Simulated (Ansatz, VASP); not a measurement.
Sc2AlF3 in VASP and in Ansatz

INCAR

```
SYSTEM = Sc2AlF3
PREC = Accurate ; ENCUT = 600
EDIFF = 1E-6 ; ISMEAR = 0
SIGMA = 0.1 ; LREAL = .False.
LASPH = .True. ; NELM = 60
ALGO = Normal ; ISIF = 3
LWAVE = .False. ; LCHARG = .False.
GGA = PE ; IBRION = 2
NSW = 100 ; EDIFFG = -0.01
```

File KPOINTS:

```
regular mesh
0
Gamma
  12 12 4
  0 0 0
```

POSCAR

```
Sc2AlF3
1.0
    3.0618346072      0.0000000000      0.0000000000
    0.0000000000      3.0618346072      0.0000000000
    0.0000000000      0.0000000000     10.0519783577
Sc Al F
2 1 3
Direct
    0.5000000000      0.5000000000      0.7895877430
    0.5000000000      0.5000000000      0.2104122570
    0.5000000000      0.5000000000      0.5000000000
    0.0000000000      0.0000000000      0.0000000000
    0.0000000000      0.0000000000      0.7676338577
    0.0000000000      0.0000000000      0.2323661423
```

Input for Ansatz:

```yaml
crystal:
  lattice:
    - [3.0618346072, 0.0, 0.0]
    - [0.0, 3.0618346072, 0.0]
    - [0.0, 0.0, 10.0519783577]
  atoms:
    - { symbol: Sc, position: [0.5, 0.5, 0.789587743] }
    - { symbol: Sc, position: [0.5, 0.5, 0.210412257] }
    - { symbol: Al, position: [0.5, 0.5, 0.5] }
    - { symbol: F, position: [0.0, 0.0, 0.0] }
    - { symbol: F, position: [0.0, 0.0, 0.7676338577] }
    - { symbol: F, position: [0.0, 0.0, 0.2323661423] }
basis:
  ecutwfc: 420
kpoints:
  mp_grid: { grid: [12, 12, 4] }
hamiltonian:
  xc: pbe
scf:
  occupations: { method: gaussian, width: 0.1 }
output:
  forces: true
  stress: true
  eigenvalues: true
  write_density: true
  write_potential: true
  elf: true
  volumetric_format: npy
relax:
  adjacent_minimum: "off"
  f_tol: 0.01
  max_steps: 80
  cell: { stress_tol: 0.05 }
```

Change from the starting cell: species swapped into the MgSc3Ru2 type (P4/mmm, No. 123).

Alike in both runs: task relaxation of cell and atoms; functional PBE; k mesh 12 × 12 × 4; occupations gaussian, width 0.1 eV; no spin polarisation.

|  | VASP | Ansatz |
| --- | --- | --- |
| version | VASP 6.6.1 | Ansatz 0.2.0 |
| potentials or method | VASP PAW PBE potentials, release 64 (Sc_sv, Al, F), cutoff 600 eV | scalar-relativistic, plane waves, PAW |
| valence electrons in the cell | 46 | 46 |

```csv
,VASP,Ansatz,Ansatz less VASP
"gap on the k mesh at the Fermi level, each at its own relaxed structure (eV)",none,none,-
relaxed volume (Å³/atom),15.65,15.65,-0.007
relaxed cell length with the largest relative difference (Å),10.022,10.044,+0.0220
```

A gap of «none» marks a metal or a gap that the smearing closes.
